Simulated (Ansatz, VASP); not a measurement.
One calculation of Sb3Au, two programs

```
Sb Au
1.0
    -3.08000    3.08000    3.08000
     3.08000   -3.08000    3.08000
     3.08000    3.08000   -3.08000
Sb Au
3 1
Direct
  0.00000 0.50000 0.50000
  0.50000 0.00000 0.50000
  0.50000 0.50000 0.00000
  0.00000 0.00000 0.00000
```

Change from the starting cell: volume scaled by 1.04, crystal datasets.

Alike in both runs: task electric field gradients; functional LDA; k mesh 10 × 10 × 10; occupations fermi-dirac, width 0.05 eV; no spin polarisation.

|  | VASP | Ansatz |
| --- | --- | --- |
| version | VASP 6.6.1 | Ansatz 0.2.0 |
| potentials or method | VASP PAW LDA potentials, release 64 (Sb, Au), cutoff 520 eV | all-electron PAW with datasets made for the crystal, scalar-relativistic |

|  | VASP | Ansatz | Ansatz less VASP |
| --- | --- | --- | --- |
| pressure (GPa) | -9.2 | -9.2 | -0.06 |
| size of Vzz on the site where it differs most (V/Å²) | 4.6 | 12.0 | +7.37 |

LDA's correlation is that of Perdew and Zunger in VASP and of Perdew and Wang (1992) in Ansatz. Ansatz ran all-electron here, and VASP with PAW potentials.

Spin-orbit coupling is off throughout.
